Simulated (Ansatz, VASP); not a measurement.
**Li2ClF in VASP and in Ansatz**

INCAR

```
PREC     = Accurate       # precision mode
ENCUT    = 520            # plane-wave cutoff, eV
EDIFF    = 1E-6           # SCF threshold, eV
ISMEAR   = 0              # smearing method
SIGMA    = 0.01           # smearing width, eV
LREAL    = False          # projectors in reciprocal space
LASPH    = True           # aspherical terms in the spheres
NELM     = 60             # most SCF steps
ALGO     = Normal         # electronic algorithm
ISIF     = 2              # what is computed and relaxed
LWAVE    = False          # write WAVECAR
LCHARG   = False          # write CHGCAR
GGA      = PE             # functional
NBANDS   = 18             # bands
```

File KPOINTS:

```
Automatic mesh
0
Gamma
  8 8 8
```

POSCAR

```
Li2ClF
1.0
    1.6913724644      0.9765143476      5.4507839486
   -1.6913724644      0.9765143476      5.4507839486
    0.0000000000     -1.9530286953      5.4507839486
F Cl Li
1 1 2
Direct
    1.0000000000      0.0000000000      0.0000000000
    0.5000000000      0.5000000000      0.5000000000
    0.2627109633      0.2627109633      0.2627109633
    0.7372890367      0.7372890367      0.7372890367
```

Input for Ansatz:

```yaml
crystal:
  lattice:
    - [1.6913724644, 0.9765143476, 5.4507839486]
    - [-1.6913724644, 0.9765143476, 5.4507839486]
    - [0.0, -1.9530286953, 5.4507839486]
  atoms:
    - { symbol: F, position: [1.0, 0.0, 0.0] }
    - { symbol: Cl, position: [0.5, 0.5, 0.5] }
    - { symbol: Li, position: [0.2627109633, 0.2627109633, 0.2627109633] }
    - { symbol: Li, position: [0.7372890367, 0.7372890367, 0.7372890367] }
kpoints:
  mp_grid: { grid: [8, 8, 8] }
hamiltonian:
  xc: pbe
scf:
  occupations: { method: fixed }
  n_extra_bands: 5
output:
  forces: true
  stress: true
  eigenvalues: true
```

Alike in both runs: task single point; functional PBE; k mesh 8 × 8 × 8; no spin polarisation.

|  | VASP | Ansatz |
| --- | --- | --- |
| version | VASP 6.6.1 | Ansatz 0.2.0 |
| potentials or method | VASP PAW PBE potentials, release 64 (F, Cl, Li_sv) | plane waves, PAW |
| plane-wave cutoff (eV) | 520 | 420 |
| occupations | gaussian, width 0.01 eV | fixed |
| valence electrons in the cell | 20 | 20 |

|  | VASP | Ansatz | Ansatz less VASP |
| --- | --- | --- | --- |
| gap on the k mesh at the Fermi level (eV) | 4.70 | 4.69 | -0.013 |
| rms of the force components (eV/Å) | 0.021 | 0.022 | +0.0006 |

Atom by atom the forces differ by 0.001 eV/Å (rms over components).

Noted on VASP's run: the cutoff is under 1.25 times that of the potentials, so the pressure is a little rough.
